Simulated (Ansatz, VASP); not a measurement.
# Hf: VASP beside Ansatz

```
CELL_PARAMETERS angstrom
3.13540 0.00000 0.00000
-1.56770 2.71534 0.00000
0.00000 0.00000 5.07935
ATOMIC_POSITIONS crystal
Hf 0.33333 0.66667 0.25000
Hf 0.66667 0.33333 0.75000
```

Alike in both runs: task relaxation of cell and atoms; functional PBEsol; k mesh 15 × 15 × 9; occupations fermi-dirac, width 0.08 eV; no spin polarisation.

```csv
,VASP,Ansatz
version,VASP 6.6.1,Ansatz 0.2.0
potentials or method,"VASP PAW PBE potentials, release 64 (Hf_pv)","PAW with Ansatz's default frozen-core files, scalar-relativistic"
plane-wave cutoff (eV),600,420
valence electrons in the cell,20,52
```

```tsv
	VASP	Ansatz	Ansatz less VASP
relaxed volume (Å³/atom)	21.54	21.60	+0.070
relaxed cell length with the largest relative difference (Å)	4.994	5.002	+0.0076
```

VASP's potentials were made for PBE, not for PBEsol. VASP's potentials hold 20 valence electrons a cell and Ansatz's 52, so a difference there can come from the potentials and not from the codes. Ansatz's warnings: stress scf threshold loose.

Spin-orbit coupling is off throughout.
